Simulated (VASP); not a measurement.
Crystal: Ni.

```
Ni
1.0
     3.20774    0.00000    0.00000
    -1.60387    2.77798    0.00000
     0.00000    0.00000    3.63928
Ni
3
Direct
  0.22540 0.00000 0.33333
  0.00000 0.22540 0.66667
  0.77460 0.77460 0.00000
```

| Property | Result |
| --- | --- |
| Program | VASP 6.6.1 |
| Task | relaxation of cell and atoms |
| Functional | PBE |
| Potentials or basis | VASP PAW PBE potentials, release 64 (Ni) |
| Cutoff | 600 eV |
| k mesh | 6 × 6 × 6 |
| Occupations | gaussian, width 0.1 eV |
| Spin | collinear spin, ferromagnetic start |
| Starting moments | [0.29, 0.29, 0.29] μB |

At the start: pressure 96.5 GPa; volume 10.81 Å³/atom.

**Question.** How do energy, volume and symmetry change on relaxing?

**Answer.** Over 13 steps the energy falls by 2070.6 meV/atom and the volume is 12.61 Å³/atom (+16.6 %); space group P3_121 (No. 152, to 0.1 Å) before, Pm-3m (No. 221, to 0.1 Å); moment 1.75 μB per cell.

The path:
| step | energy change (eV) | largest force (eV/Å) | pressure (GPa) | volume (Å³) |
| --- | --- | --- | --- | --- |
| 1 | 0.0000 | 14.2329 | 96.52 | 32.43 |
| 2 | -2.6018 | 0.1893 | -17.53 | 72.67 |
| 3 | -3.2729 | 0.1977 | -18.93 | 66.44 |
| 4 | -3.8496 | 0.1796 | -19.87 | 61.40 |
| 5 | -5.7522 | 0.0520 | -16.04 | 45.48 |
| 6 | -5.8776 | 1.8064 | 2.29 | 38.61 |
| 7 | -5.9972 | 0.5018 | -10.12 | 42.04 |
| 8 | -6.0149 | 0.8730 | -6.49 | 40.70 |
| 9 | -6.0165 | 0.8032 | -7.12 | 40.92 |
| 10 | -6.1621 | 0.5904 | -0.10 | 38.11 |
| 11 | -6.1732 | 0.4891 | 3.31 | 37.16 |
| 12 | -6.2082 | 0.1247 | 1.08 | 37.61 |
| 13 | -6.2117 | 0.0088 | 0.21 | 37.83 |

Final structure:
```
Ni
1.0
     3.29896    0.00000    0.00000
    -1.64948    2.85698    0.00000
     0.00000    0.00000    4.01349
Ni
3
Direct
  0.33372 0.00000 0.33333
  0.00000 0.33372 0.66667
  0.66628 0.66628 0.00000
```

Caveat: the k points lie up to 0.37 Å⁻¹ apart in the final cell; the volume moved by over 15 % at a fixed basis, so the end points are rough.
